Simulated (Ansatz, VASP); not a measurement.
FeSi in VASP and in Ansatz

File INCAR:

```
PREC = Accurate
ENCUT = 600
EDIFF = 1E-6
ISMEAR = -1
SIGMA = 0.1
LREAL = F
LASPH = T
NELM = 200
ALGO = Normal
ISIF = 2
LWAVE = F
LCHARG = T
ISPIN = 2
MAGMOM = 0 0
LORBIT = 11
LMAXMIX = 4
GGA = PE
LELF = T
LVHAR = T
NBANDS = 17
GGA_COMPAT = F
```

The input KPOINTS:

```
regular mesh
0
Gamma
  1 1 1
```

POSCAR

```
FeSi
1.0
    0.0000000000      2.2750000000      2.2750000000
    2.2750000000      0.0000000000      2.2750000000
    2.2750000000      2.2750000000      0.0000000000
Fe Si
1 1
Direct
    0.0000000000      0.0000000000      0.0000000000
    0.5000000000      0.5000000000      0.5000000000
```

Input for Ansatz:

```yaml
crystal:
  lattice:
    - [0, 2.275, 2.275]
    - [2.275, 0, 2.275]
    - [2.275, 2.275, 0]
  atoms:
    - { symbol: Fe, position: [0, 0, 0] }
    - { symbol: Si, position: [0.5, 0.5, 0.5] }
hamiltonian:
  xc: pbe
  pseudopotentials: { kind: paw, source: ansatz, level: accurate }
magnetization:
  spin_polarized: true
kpoints:
  mp_grid: { grid: [1, 1, 1], shift: [0, 0, 0] }
scf:
  occupations: { method: fermi_dirac }
```

Alike in both runs: task single point; functional PBE; k mesh 1 × 1 × 1; collinear spin.

|  | VASP | Ansatz |
| --- | --- | --- |
| version | VASP 6.6.1 | Ansatz 0.2 development build |
| potentials or method | VASP PAW PBE potentials, release 64 (Fe, Si) | PAW hard accurate, scalar-relativistic |
| plane-wave cutoff (eV) | 600 | 950 |
| occupations | fermi-dirac, width 0.1 eV | fermi-dirac |

```tsv
	VASP	Ansatz	Ansatz less VASP
net moment per atom (μB)	0.00	0.00	0.000
```

The k mesh is coarse, so the values compare programs but aren't converged.
